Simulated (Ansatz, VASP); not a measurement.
## Ti: VASP beside Ansatz

Contents of INCAR:

```
SYSTEM = Ti
PREC     = Accurate       ! precision mode
ENCUT    = 500            ! plane-wave cutoff, eV
EDIFF    = 1E-6           ! SCF threshold, eV
ISMEAR   = -1             ! smearing method
SIGMA    = 0.025851999786435532 ! smearing width, eV
LREAL    = .False.        ! projectors in reciprocal space
LASPH    = .True.         ! aspherical terms in the spheres
NELM     = 120            ! most SCF steps
ALGO     = Normal         ! electronic algorithm
ISIF     = 2              ! what is computed and relaxed
LWAVE    = .False.        ! write WAVECAR
LCHARG   = .False.        ! write CHGCAR
GGA      = PE             ! functional
NBANDS   = 12             ! bands
GGA_COMPAT= .False.
```

Contents of KPOINTS:

```
regular mesh
0
Gamma
  6 6 6
  0 0 0
```

POSCAR

```
Ti
1.0
    0.0000000000      2.0763025172      2.0763025172
    2.0763025172      0.0000000000      2.0763025172
    2.0763025172      2.0763025172      0.0000000000
Ti
1
Direct
    0.0000000000      0.0000000000      0.0000000000
```

Input for Ansatz:

```yaml
crystal:
  lattice:
    - [0.0, 2.0763025172, 2.0763025172]
    - [2.0763025172, 0.0, 2.0763025172]
    - [2.0763025172, 2.0763025172, 0.0]
  atoms:
    - { symbol: Ti, position: [0.0, 0.0, 0.0] }
basis:
  ecutwfc: 420
  precision: f64
kpoints:
  mp_grid: { grid: [6, 6, 6] }
hamiltonian:
  xc: pbe
scf:
  occupations: { method: fermi_dirac, width: "300 K" }
  max_iter: 80
  convergence: { dr2_threshold: "1e-6 eV" }
output:
  forces: true
  stress: true
  eigenvalues: false
```

Alike in both runs: task single point; functional PBE; k mesh 6 × 6 × 6; no spin polarisation.

```csv
,VASP,Ansatz
version,VASP 6.6.1,Ansatz 0.2.0
potentials or method,"VASP PAW PBE potentials, release 64 (Ti_sv), cutoff 500 eV","scalar-relativistic, plane waves, PAW"
occupations,"fermi-dirac, width 0.025852 eV",fermi-dirac
valence electrons in the cell,12,12
```

Ansatz gave:

- pressure (GPa): -2.6

**Question.** Which values does VASP return?

**Answer.** Pressure (GPa): -2.8.

Ansatz's warnings: force scf threshold loose, stress scf threshold loose.

The k mesh is coarse, so the values compare programs but aren't converged.
